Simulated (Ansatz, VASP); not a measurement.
# One calculation of AlNi, two programs

The input INCAR:

```
SYSTEM = AlNi
PREC = Accurate
ENCUT = 520
EDIFF = 1E-6
ISMEAR = 0
SIGMA = 0.15
LREAL = .False.
LASPH = .True.
NELM = 60
ALGO = Fast
ISIF = 2
LWAVE = .False.
LCHARG = .True.
GGA = PE
LELF = .True.
LVHAR = .True.
NBANDS = 14
```

The input KPOINTS:

```
Automatic mesh
0
Gamma
  16 16 16
  0 0 0
```

The input POSCAR:

```
AlNi
1.0
    1.9745413133     -1.9745086382      0.0000000000
    1.9745413133      1.9745086382      0.0000000000
    0.0000000000      0.0000000000      2.7458000000
Al Ni
1 1
Direct
    0.0000000000      0.0000000000      0.0000000000
    0.5000000000      0.5000000000      0.5000000000
```

Input for Ansatz:

```yaml
crystal:
  lattice:
    - [1.9745413133, -1.9745086382, 0.0]
    - [1.9745413133, 1.9745086382, 0.0]
    - [0.0, 0.0, 2.7458]
  atoms:
    - { symbol: Al, position: [0.0, 0.0, 0.0] }
    - { symbol: Ni, position: [0.5, 0.5, 0.5] }
basis:
  ecutwfc: 520.0
kpoints:
  mp_grid: { grid: [16, 16, 16] }
hamiltonian:
  xc: pbe
  pseudopotentials: { kind: paw, azcp: { folder: soft_1 } }
scf:
  occupations: { method: gaussian, width: 0.15 }
output:
  forces: true
  stress: true
  eigenvalues: true
```

Alike in both runs: task single point; functional PBE; k mesh 16 × 16 × 16; occupations gaussian, width 0.15 eV; no spin polarisation.

|  | VASP | Ansatz |
| --- | --- | --- |
| version | VASP 6.6.1 | Ansatz 0.2.0 |
| potentials or method | VASP PAW PBE potentials, release 64 (Al, Ni), cutoff 520 eV | scalar-relativistic, plane waves, PAW |
| valence electrons in the cell | 13 | 21 |

```csv
,VASP,Ansatz,Ansatz less VASP
gap on the k mesh at the Fermi level (eV),none,none,-
pressure (GPa),25.7,25.5,-0.22
"traceless stress, the component that is largest in VASP (GPa)",1.50,1.46,-0.031
```

A gap of «none» marks a metal or a gap that the smearing closes. VASP's potentials hold 13 valence electrons a cell and Ansatz's 21, so a difference there can come from the potentials and not from the codes. Ansatz's warnings: near symmetry operations not taken.
